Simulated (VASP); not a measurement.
Sb2W (fluorite type):

```
W Sb
1.0
     0.00000    3.25503    3.25503
     3.25503    0.00000    3.25503
     3.25503    3.25503    0.00000
W Sb
1 2
Direct
  0.00000 0.00000 0.00000
  0.25000 0.25000 0.25000
  0.75000 0.75000 0.75000
```

* Program: VASP 6.6.1
* Task: relaxation of cell and atoms
* Functional: PBE
* Potentials or basis: VASP PAW PBE potentials, release 64 (W_sv, Sb)
* Cutoff: 600 eV
* k mesh: 10 × 10 × 10
* Occupations: fermi-dirac, width 0.08 eV
* Spin: no spin polarisation

At the start: pressure 5.8 GPa; volume 22.99 Å³/atom.

Task: How do energy, volume and symmetry change on relaxing?

Result: Over 4 steps the energy falls by 20.7 meV/atom and the volume is 24.19 Å³/atom (+5.2 %); space group Fm-3m (No. 225, to 0.1 Å) before and after.

Step by step:
```tsv
step	energy change (eV)	largest force (eV/Å)	pressure (GPa)	volume (Å³)
1	0.0000	0.0000	5.82	68.98
2	0.0339	0.0000	-5.69	77.65
3	-0.0622	0.0000	-0.08	72.65
4	-0.0622	0.0000	0.03	72.57
```

Final structure:
```yaml
crystal:
  lattice:
    - [0.00000, 3.31065, 3.31065]
    - [3.31065, 0.00000, 3.31065]
    - [3.31065, 3.31065, 0.00000]
  atoms:
    - { symbol: W, position: [0.00000, 0.00000, 0.00000] }
    - { symbol: Sb, position: [0.25000, 0.25000, 0.25000] }
    - { symbol: Sb, position: [0.75000, 0.75000, 0.75000] }
```
